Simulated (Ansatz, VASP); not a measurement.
Ti in VASP and in Ansatz

```
Ti
1.0
     4.45106    0.00000    0.00000
    -2.22553    3.85473    0.00000
     0.00000    0.00000    2.77044
Ti
3
Direct
  0.00000 0.00000 0.00000
  0.33333 0.66667 0.50000
  0.66667 0.33333 0.50000
```

Alike in both runs: functional LDA; k mesh 12 × 12 × 14; occupations gaussian, width 0.1 eV; no spin polarisation.

Ansatz relaxed the structure, and its values are those at the end. VASP's run is a single point on that final structure, the one shown.

|  | VASP | Ansatz |
| --- | --- | --- |
| version | VASP 6.6.1 | Ansatz 0.2.0 |
| potentials or method | VASP PAW LDA potentials, release 64 (Ti_sv), cutoff 520 eV | scalar-relativistic, plane waves, PAW |
| valence electrons in the cell | 36 | 36 |

VASP gave:

| Quantity | Value |
| --- | --- |
| gap on the k mesh at the Fermi level (eV) | none |
| pressure (GPa) | -0.4 |

Q: What did Ansatz give for the same quantities?

A: gap on the k mesh at the Fermi level (eV): none; pressure (GPa): 0.0.

Ansatz warns that its potentials were made for another functional, while VASP's fit it. LDA's correlation is that of Perdew and Zunger in VASP and of Perdew and Wang (1992) in Ansatz. A gap of «none» marks a metal or a gap that the smearing closes.
